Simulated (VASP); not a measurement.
Write the native input for VASP 6.6.1 that does the following.

* Task: single point
* Functional: LDA
* Potentials or basis: VASP PAW LDA potentials, release 64 (Cs_sv)
* Cutoff: 500 eV
* k mesh: 9 × 9 × 5
* Occupations: fermi-dirac, width 0.05 eV
* Spin: no spin polarisation
* Dipole correction: no
* Further INCAR settings: ALGO = Normal; EDIFF = 1e-06; NBANDS = 16

The structure of Cs lies in POSCAR:

```
Cs
1.0
    5.1525456203      0.0000000000      0.0000000000
   -2.5762728102      4.4622354014      0.0000000000
    0.0000000000      0.0000000000      8.3471239049
Cs
2
Direct
    0.3333333333      0.6666666667      0.2500000000
    0.6666666667      0.3333333333      0.7500000000
```

This isn't the form of Cs at room conditions, which is bcc.

One way to write it, as run:

INCAR

```
ALGO = Normal
EDIFF = 1E-6
ENCUT = 500
GGA = CA
GGA_COMPAT = False
ISIF = 2
ISMEAR = -1
LASPH = True
LCHARG = False
LREAL = False
LWAVE = False
NBANDS = 16
NELM = 120
PREC = Accurate
SIGMA = 0.05
```

KPOINTS

```
k-points
0
Gamma
  9 9 5
```

Potentials or basis: VASP PAW LDA potentials, release 64 (Cs_sv).

Run with:

```bash
$ cat potpaw_LDA.64/Cs_sv/POTCAR > POTCAR
$ mpirun -np 1 vasp_std > vasp.out
```

It gave:

* Pressure: 0.0 GPa
* Band gap on the k mesh: zero (bands 9 and 10 overlap by 1.67 eV)

Caveat: spin-orbit coupling is left out, which moves the levels of the heavy elements.

It took 110 s on 1 thread of AMD EPYC 7R13, with other jobs on the host, peak memory 0.25 GiB.
